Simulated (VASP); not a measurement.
Wanted: the native input for a VASP 6.6.1 run.

```yaml
Task: single point
Functional: PBE
Potentials_or_basis: VASP PAW PBE potentials, release 64 (In_d)
Cutoff: 520 eV
k_mesh: 6 × 4 × 4
Occupations: gaussian, width 0.2 eV
Spin: no spin polarisation
Dipole_correction: no
Further_INCAR_settings: ALGO = Fast; EDIFF = 1e-07; NBANDS = 34
```

The structure of In lies in POSCAR:

```
In
1.0
   -1.7205472139     -1.7205472139      2.3240406738
    5.1616416418     -1.7205472139      2.3240406738
   -1.7205472139      5.1616416418      2.3240406738
In
4
Direct
    0.0000000000      0.0000000000      0.0000000000
    0.5000000000      0.5000000000      1.0000000000
    0.5000000000      0.0000000000      0.5000000000
    0.0000000000      0.5000000000      0.5000000000
```

The input as run:

INCAR

```
SYSTEM = In
PREC     = Accurate       ! precision mode
ENCUT    = 520            ! plane-wave cutoff, eV
EDIFF    = 1E-7           ! SCF threshold, eV
ISMEAR   = 0              ! smearing method
SIGMA    = 0.2            ! smearing width, eV
LREAL    = .False.        ! projectors in reciprocal space
LASPH    = .True.         ! aspherical terms in the spheres
NELM     = 80             ! most SCF steps
ALGO     = Fast           ! electronic algorithm
ISIF     = 2              ! what is computed and relaxed
LWAVE    = .False.        ! write WAVECAR
LCHARG   = .False.        ! write CHGCAR
GGA      = PE             ! functional
NBANDS   = 34             ! bands
```

KPOINTS

```
regular mesh
0
Gamma
  6 4 4
  0 0 0
```

Potentials or basis: VASP PAW PBE potentials, release 64 (In_d).

Run with:

```sh
$ cat potpaw_PBE.64/In_d/POTCAR > POTCAR
$ mpirun -np 1 vasp_std > vasp.out
```

It gave:

- Pressure: 0.0 GPa
- Band gap on the k mesh: zero (bands 26 and 27 overlap by 4.07 eV)

Caveat: spin-orbit coupling is left out, which moves the levels of the heavy elements.

Wall time 3.1 min on 1 thread of Intel(R) Xeon(R) Platinum 8488C (Sapphire Rapids), with other jobs on the host, peak memory 0.28 GiB.
